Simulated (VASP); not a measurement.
# SiGe (P6_3/mmc) in VASP: notebook, part 2 of 2

VASP 6.6.1. The steps go on from the part before.

### Step 3. Relaxation of cell and atoms, PBEsol

This run uses another cell than the first one, of 14.75 Å³/atom.

Contents of INCAR:

```
ALGO     = Normal         # electronic algorithm
EDIFF    = 1E-6           # SCF threshold, eV
EDIFFG   = -0.01          # ionic threshold
ENCUT    = 600            # plane-wave cutoff, eV
GGA      = PS             # functional
IBRION   = 2              # ionic algorithm
ISIF     = 3              # what is computed and relaxed
ISMEAR   = -1             # smearing method
LASPH    = True           # aspherical terms in the spheres
LCHARG   = False          # write CHGCAR
LREAL    = False          # projectors in reciprocal space
LWAVE    = False          # write WAVECAR
NELM     = 60             # most SCF steps
NSW      = 100            # ionic steps
PREC     = Accurate       # precision mode
SIGMA    = 0.03           # smearing width, eV
```

Contents of KPOINTS:

```
k-points
0
Gamma
  9 9 4
```

Contents of POSCAR:

```
SiGe
1.0
    3.4701608700      0.0000000000      0.0000000000
   -1.7350804350      3.0052474686      0.0000000000
    0.0000000000      0.0000000000      5.6563622181
Ge Si
2 2
Direct
    0.0000000000      0.0000000000      0.0000000000
    0.0000000000      0.0000000000      0.5000000000
    0.3333333333      0.6666666667      0.2500000000
    0.6666666667      0.3333333333      0.7500000000
```

Potentials or basis: VASP PAW PBE potentials, release 64 (Ge_d, Si).

Launch:

```sh
$ cat potpaw_PBE.64/Ge_d/POTCAR potpaw_PBE.64/Si/POTCAR > POTCAR
$ mpirun -np 1 vasp_std > vasp.out
```

OUTCAR:

```text
EDIFF = 1E-6
   EDIFFG = -0.01
   ENCUT = 600
   GGA = PS
   IBRION = 2
   ISIF = 3
   ISMEAR = -1
   LASPH = True
   LREAL = False
   NELM = 60
   NSW = 100
   PREC = Accurate

 ion  position               nearest neighbor table
   1  0.000  0.000  0.000-   3 2.45   4 2.45   3 2.45   4 2.45   4 2.45   3 2.45   2 2.83   2 2.83

   2  0.000  0.000  0.500-   3 2.45   4 2.45   3 2.45   4 2.45   4 2.45   3 2.45   1 2.83   1 2.83

   3  0.333  0.667  0.250-   1 2.45   2 2.45   1 2.45   2 2.45   1 2.45   2 2.45
   4  0.667  0.333  0.750-   1 2.45   2 2.45   1 2.45   2 2.45   1 2.45   2 2.45

  LATTYP: Found a hexagonal cell.
 ALAT       =     3.4701608700
 C/A-ratio  =     1.6300000000

  Lattice vectors:

 A1 = (   3.4701608700,   0.0000000000,   0.0000000000)
 A2 = (  -1.7350804350,   3.0052474686,   0.0000000000)
 A3 = (   0.0000000000,   0.0000000000,   5.6563622181)

Analysis of symmetry for initial positions (statically):
=====================================================================
 Subroutine PRICEL returns:
 Original cell was already a primitive cell.

 Routine SETGRP: Setting up the symmetry group for a
 hexagonal supercell.

 Subroutine GETGRP returns: Found 24 space group operations
 (whereof 12 operations were pure point group operations)
 out of a pool of 24 trial point group operations.

The static configuration has the point symmetry D_3d.
 The point group associated with its full space group is D_6h.

Analysis of symmetry for dynamics (positions and initial velocities):
=====================================================================
 Subroutine PRICEL returns:
 Original cell was already a primitive cell.

 Routine SETGRP: Setting up the symmetry group for a
 hexagonal supercell.

 Subroutine GETGRP returns: Found 24 space group operations
 (whereof 12 operations were pure point group operations)
 out of a pool of 24 trial point group operations.
[... 131 lines left out ...]
   GGA     = PS    functional components
   LHFCALC =     F    Hartree Fock is set to
   AEXX    =    0.0000 exact exchange contribution
   IVDW    =     0    specifies the selected vdW correction
   LEPSILON=     F    determine dielectric tensor
   LRPA    =     F    only Hartree local field effects (RPA)
 conjugate gradient relaxation of ions
 non-spin polarized calculation
  energy-cutoff  :      600.00
  volume of cell :       58.99
 maximum number of plane-waves:      1984
 NGX is ok and might be reduce to    28
   NGX = 13   NGY = 13   NGZ = 23

--------------------------------------- Ionic step        1  -------------------------------------------

 number of electron      35.9999995 magnetization

 Free energy of the ion-electron system (eV)
  ---------------------------------------------------
  ext. energy  EPLUGINS =         0.00000000
  ---------------------------------------------------
  free energy    TOTEN  =       -19.17562747 eV

  energy without entropy =      -19.16649828  energy(sigma->0) =      -19.17106288

------------------------ aborting loop because EDIFF is reached ----------------------------------------

  FORCE on cell =-STRESS in cart. coord.  units (eV):
  Direction    XX          YY          ZZ          XY          YZ          ZX
  --------------------------------------------------------------------------------------
  -------------------------------------------------------------------------------------
  Total        7.8170526      7.8170526     12.0111895     -0.0000000      0.0000000      0.0000000
  in kB      212.3178735    212.3178735    326.2342390     -0.0000000      0.0000000      0.0000000
  external PRESSURE =     250.2899953 kB  Pullay stress =       0.0000000 kB
[... 215 lines left out ...]
--------------------------------------- Ionic step        7  -------------------------------------------

 number of electron      35.9999999 magnetization

 Free energy of the ion-electron system (eV)
  ---------------------------------------------------
  ext. energy  EPLUGINS =         0.00000000
  ---------------------------------------------------
  free energy    TOTEN  =       -20.02178501 eV

  energy without entropy =      -20.01518883  energy(sigma->0) =      -20.01848692

 E-fermi :   7.2854     XC(G=0): -10.9890

 val. band max:        7.2504804919   @ k =   0.1111   0.0000   0.5000
 cond. band min:       7.2911317547   @ k =   0.1111   0.1111   0.0000
 fundamental gap:      0.0406512628
 Fermi energy:         7.2854108743

 k-point     1 :       0.0000    0.0000    0.0000
  band No.  band energies     occupation
      1     -17.2564      2.00000
      2     -17.2307      2.00000
      3     -17.2307      2.00000
      4     -17.2047      2.00000
      5     -17.2047      2.00000
      6     -17.1825      2.00000
[... 589 lines left out ...]
     21      11.2284      0.00000
     22      11.2284      0.00000

 [... further k-points ...]

------------------------ aborting loop because EDIFF is reached ----------------------------------------

  FORCE on cell =-STRESS in cart. coord.  units (eV):
  Direction    XX          YY          ZZ          XY          YZ          ZX
  --------------------------------------------------------------------------------------
  -------------------------------------------------------------------------------------
  Total        0.0159974      0.0159974      0.0251775      0.0000000      0.0000000      0.0000000
  in kB        0.3626378      0.3626378      0.5707356      0.0000000      0.0000000      0.0000000
  external PRESSURE =       0.4320037 kB  Pullay stress =       0.0000000 kB
[... 19 lines left out ...]
  FREE ENERGIE OF THE ION-ELECTRON SYSTEM (eV)
  ---------------------------------------------------
  free  energy   TOTEN  =       -20.0217850097 eV

  energy  without entropy=      -20.0151888346  energy(sigma->0) =      -20.01848692

 reached required accuracy - stopping structural energy minimisation
```

It took 4 min on 1 thread of Intel Xeon Platinum 8259CL at 2.50GHz (Skylake/Cascade Lake), shared host; peak memory 0.21 GiB.

What came out:

```yaml
Free_energy: -20.0218 eV
Relaxed_volume: 17.67 Å³/atom
Relaxed_cell: a = 3.637 Å, b = 3.637 Å, c = 6.168 Å, α = 90.00°, β = 90.00°, γ = 120.00°
Space_group_after_relaxing_to_0.1_Å: P6_3/mmc (No. 194)
Energy_gained_by_relaxing: 211.5 meV/atom
Ionic_steps: 7
Pressure_after_relaxing: 0.0 GPa
Band_gap_on_the_k_mesh: zero (bands 18 and 19 overlap by 4.50 eV)
```

The path:
| step | energy change (eV) | largest force (eV/Å) | pressure (GPa) | volume (Å³) |
| --- | --- | --- | --- | --- |
| 1 | 0.0000 | 0.0000 | 25.03 | 58.99 |
| 2 | -0.5359 | 0.0000 | -8.50 | 80.87 |
| 3 | -0.8435 | 0.0000 | -0.30 | 71.17 |
| 4 | -0.8436 | 0.0000 | 0.00 | 70.91 |
| 5 | -0.8454 | 0.0000 | 0.07 | 70.80 |
| 6 | -0.8461 | 0.0000 | 0.07 | 70.71 |
| 7 | -0.8462 | 0.0000 | 0.04 | 70.68 |

Final structure:
```
Ge Si
1.0
     3.63743    0.00000    0.00000
    -1.81871    3.15011    0.00000
     0.00000    0.00000    6.16834
Ge Si
2 2
Direct
  0.00000 0.00000 0.00000
  0.00000 0.00000 0.50000
  0.33333 0.66667 0.25000
  0.66667 0.33333 0.75000
```

Caveat: the volume moved by over 15 % at a fixed basis, so the end points are rough; the PAW data sets were made with another functional, which shifts forces and pressure a little.

### Step 4. Single point, r2SCAN+rVV10

This run uses another cell than the first one, of 17.88 Å³/atom.

Contents of POSCAR:

```
SiGe
1.0
    3.6696421921      0.0000000000      0.0000000000
   -1.8348210961      3.1780033611      0.0000000000
    0.0000000000      0.0000000000      6.1311321790
Ge Si
2 2
Direct
    0.0000000000      0.0000000000      0.0000000000
    0.0000000000      0.0000000000      0.5000000000
    0.3333333333      0.6666666667      0.2500000000
    0.6666666667      0.3333333333      0.7500000000
```

Contents of INCAR.step1:

```
SYSTEM = SiGe
PREC = Accurate
ENCUT = 520
ISMEAR = -1
SIGMA = 0.03
LREAL = .FALSE.
LASPH = .TRUE.
NELM = 80
NBANDS = 26
GGA = PE
ALGO = Normal
EDIFF = 1E-4
LWAVE = .TRUE.
LCHARG = .FALSE.
```

Contents of INCAR.step2:

```
SYSTEM = SiGe
PREC = Accurate
ENCUT = 520
EDIFF = 1E-7
ISMEAR = -1
SIGMA = 0.03
LREAL = .FALSE.
LASPH = .TRUE.
NELM = 80
ALGO = Normal
ISIF = 2
LWAVE = .FALSE.
LCHARG = .FALSE.
METAGGA = R2SCAN
LMIXTAU = .TRUE.
LUSE_VDW = .TRUE.
IVDW_NL = 2
BPARAM = 11.95
CPARAM = 0.0093
NBANDS = 26
ISTART = 1
```

Contents of KPOINTS:

```
regular mesh
0
G
  12 12 4
  0 0 0
```

Launch:

```sh
$ cat potpaw_PBE.64/Ge_d/POTCAR potpaw_PBE.64/Si/POTCAR > POTCAR
$ cp INCAR.step1 INCAR
$ mpirun -np 1 vasp_std > vasp.out
$ cp INCAR.step2 INCAR
$ mpirun -np 1 vasp_std > vasp.out
```

It took 8 min on 1 thread of Intel Xeon Platinum 8259CL at 2.50GHz (Skylake/Cascade Lake), shared host; peak memory 0.39 GiB.

It converged, with:

* Free energy: -42.3685 eV
* Pressure: -0.1 GPa
* Band gap on the k mesh: zero (bands 18 and 19 overlap by 4.57 eV)

Levels at points of the mesh, in eV from the Fermi level:
```csv
k point,band 15,band 16,band 17,band 18,band 19,band 20,band 21,band 22
"(0.00, 0.00, 0.00)",-0.57,0.40,1.00,1.34,1.34,3.06,3.06,3.60
"(0.50, 0.00, 0.00)",-5.79,-4.91,-3.01,0.84,0.95,1.14,1.82,3.31
"(0.00, 0.00, 0.50)",0.26,0.26,0.26,0.26,2.59,2.59,3.49,3.49
"(0.50, 0.00, 0.50)",-1.98,-1.98,-1.62,-1.62,-1.41,-1.41,2.69,2.69
```

Caveat: the PAW data sets were made with another functional, which shifts forces and pressure a little.

### Step 5. The runs side by side

```csv
task,level,cell,k mesh,cutoff (eV),gap on the mesh (eV),pressure (GPa)
single point,PBEsol,"a = 3.636, b = 3.636, c = 6.170 Å, angles 90.0, 90.0, 120.0°, 4 atoms",9 × 9 × 4,520,none,0.0
relaxation of cell and atoms,PBEsol,"relaxed from a = 3.470, b = 3.470, c = 5.656 Å, angles 90.0, 90.0, 120.0°, 4 atoms",9 × 9 × 4,600,none,0.0
single point,r2SCAN+rVV10,"a = 3.670, b = 3.670, c = 6.131 Å, angles 90.0, 90.0, 120.0°, 4 atoms",12 × 12 × 4,520,none,-0.1
```

Alike in all rows: potentials or basis VASP PAW PBE potentials, release 64 (Ge_d, Si); no spin polarisation; smearing fermi-dirac 0.03 eV.

Caveats: the PAW data sets were made with another functional, which shifts forces and pressure a little; the volume moved by over 15 % at a fixed basis, so the end points are rough (at least some runs).

Absolute energies hang on the potentials; compare differences alone.
